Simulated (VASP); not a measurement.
Wanted: the native input for a VASP 6.6.1 run.

| Property | Result |
| --- | --- |
| Task | single point |
| Functional | PBE |
| Dispersion | D4 |
| Potentials or basis | VASP PAW PBE potentials, release 64 (Sn_d) |
| Cutoff | 520 eV |
| k mesh | 10 × 10 × 10 |
| Occupations | fermi-dirac, width 0.1 eV |
| Spin | no spin polarisation |
| Dipole correction | no |
| Further INCAR settings | ALGO = Normal; EDIFF = 1e-06; NBANDS = 21 |

The structure of Sn lies in POSCAR:

```
Sn
1.0
   -2.9453650260      2.9453650260      1.6078430143
    2.9453650260     -2.9453650260      1.6078430143
    2.9453650260      2.9453650260     -1.6078430143
Sn
2
Direct
    0.0000000000      0.0000000000      0.0000000000
    0.7500000000      0.2500000000      0.5000000000
```

One way to write it, as run:

INCAR

```
ALGO = Normal
EDIFF = 1E-6
ENCUT = 520
GGA = PE
ISIF = 2
ISMEAR = -1
IVDW = 13
LASPH = T
LCHARG = F
LREAL = F
LWAVE = F
NBANDS = 21
NELM = 80
PREC = Accurate
SIGMA = 0.1
```

KPOINTS

```
k-points
0
Gamma
  10 10 10
```

Potentials or basis: VASP PAW PBE potentials, release 64 (Sn_d).

Command:

```sh
$ cat potpaw_PBE.64/Sn_d/POTCAR > POTCAR
$ mpirun -np 1 vasp_std > vasp.out
```

Results of the run:

```json
{"Pressure": "-1.3 GPa", "Band gap on the k mesh": "zero (bands 14 and 15 overlap by 3.77 eV)", "Dispersion energy per atom": "-0.416 eV"}
```

Caveat: spin-orbit coupling is left out, which moves the levels of the heavy elements.

It took 2.1 min on 1 thread of Intel Xeon 8259CL (shared host), peak memory 0.26 GiB.
